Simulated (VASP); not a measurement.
A run of VASP 6.6.1:

Contents of INCAR:

```
ALGO     = Normal         # electronic algorithm
EDIFF    = 1E-7           # SCF threshold, eV
EDIFFG   = -0.01          # ionic threshold
ENCUT    = 520            # plane-wave cutoff, eV
GGA      = PE             # functional
IBRION   = 2              # ionic algorithm
ISIF     = 2              # what is computed and relaxed
ISMEAR   = 0              # smearing method
IVDW     = 12             # dispersion correction
LASPH    = True           # aspherical terms in the spheres
LCHARG   = False          # write CHGCAR
LREAL    = False          # projectors in reciprocal space
LWAVE    = False          # write WAVECAR
NELM     = 60             # most SCF steps
NSW      = 60             # ionic steps
PREC     = Accurate       # precision mode
SIGMA    = 0.02           # smearing width, eV
```

KPOINTS

```
k-points
0
Gamma
  12 12 12
```

File POSCAR:

```
C
1.0
    1.2280287114      0.7090027071      3.3470114498
   -1.2280287114      0.7090027071      3.3470114498
    0.0000000000     -1.4180054142      3.3470114498
C
2
Direct
    0.8360000000      0.8360000000      0.8360000000
    0.1640000000      0.1640000000      0.1640000000
```

Potentials or basis: VASP PAW PBE potentials, release 64 (C).

The run is started by

```bash
$ cat potpaw_PBE.64/C/POTCAR > POTCAR
$ mpirun -np 1 vasp_std > vasp.out
```

Hardware: 1 thread of Intel(R) Xeon(R) 6975P-C (Granite Rapids), with other jobs on the host.

Task: How long does it take, and how much memory?

Result: It took 35 s on 1 thread of Intel(R) Xeon(R) 6975P-C (Granite Rapids), with other jobs on the host, peak memory 0.17 GiB. Counts: scf iterations 25, k points 189, ion steps 3.
